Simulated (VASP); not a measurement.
The system is CdS (Greenockite).

```
CELL_PARAMETERS angstrom
4.09391 0.00000 0.00000
-2.04696 3.54543 0.00000
0.00000 0.00000 6.64595
ATOMIC_POSITIONS crystal
Cd 0.66667 0.33333 0.50000
Cd 0.33333 0.66667 0.00000
S 0.66667 0.33333 0.87500
S 0.33333 0.66667 0.37500
```

Base run:

```yaml
Program: VASP 6.6.1
Functional: PBE exchange alone
Potentials_or_basis: VASP PAW PBE potentials, release 64 (Cd, S)
Cutoff: 520 eV
k_mesh: 7 × 7 × 4
Occupations: fermi-dirac, width 0.05 eV
Spin: no spin polarisation
```

Its results: band gap on the k mesh 1.28 eV, direct; pressure 14.5 GPa; largest force 0.076 eV/Å.

Question: After a change of settings the same cell gave: band gap on the k mesh 1.30 eV, direct; pressure 5.3 GPa; largest force 0.078 eV/Å. Which change was it?
A. functional from PBE exchange alone to RPBE; dispersion from none to D4
B. functional from PBE exchange alone to LDA; potentials or basis from VASP PAW PBE potentials, release 64 (Cd, S) to VASP PAW LDA potentials, release 64 (Cd, S)
C. functional from PBE exchange alone to PBEsol
D. functional from PBE exchange alone to PBE

Answer: D.
